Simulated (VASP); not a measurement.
Write the native input for VASP 6.6.1 that does the following.

| Quantity | Value |
| --- | --- |
| Task | single point |
| Functional | PBE |
| Potentials or basis | VASP PAW PBE potentials, release 64 (Li_sv, F) |
| Cutoff | 520 eV |
| k mesh | 10 × 10 × 10 |
| Occupations | gaussian, width 0.05 eV |
| Spin | no spin polarisation |
| Dipole correction | no |
| Further INCAR settings | ALGO = Normal; EDIFF = 1e-07; NBANDS = 12 |

The structure of LiF lies in POSCAR:

```
LiF
1.0
    0.0000000000      2.0140000000      2.0140000000
    2.0140000000      0.0000000000      2.0140000000
    2.0140000000      2.0140000000      0.0000000000
Li F
1 1
Direct
    0.0175547860      0.0000000000      0.0000000000
    0.5000000000      0.5000000000      0.5000000000
```

This cell differs from its parent crystal: all Li atoms moved -0.050 Å, as atom 1 towards its neighbour atom 1 (Li) at 2.848 Å.

These files were run (other wordings do the same):

INCAR

```
PREC = Accurate
ENCUT = 520
EDIFF = 1E-7
ISMEAR = 0
SIGMA = 0.05
LREAL = F
LASPH = T
NELM = 100
ALGO = Normal
ISIF = 2
LWAVE = F
LCHARG = T
GGA = PE
LELF = T
LVHAR = T
NBANDS = 12
```

KPOINTS

```
Automatic mesh
0
Gamma
  10 10 10
```

Potentials or basis: VASP PAW PBE potentials, release 64 (Li_sv, F).

The run is started by

```console
$ cat potpaw_PBE.64/Li_sv/POTCAR potpaw_PBE.64/F/POTCAR > POTCAR
$ mpirun -np 1 vasp_std > vasp.out
```

It gave:

```
Largest force          : 0.084 eV/Å
Band gap on the k mesh : 9.08 eV, direct
```

Caveat: the cell differs from its parent crystal (all Li atoms moved -0.050 Å, as atom 1 towards its neighbour atom 1 (Li) at 2.848 Å).

Wall time 11 s on 1 thread of Intel(R) Xeon(R) 6975P-C (Granite Rapids), on a shared host, peak memory 0.15 GiB.
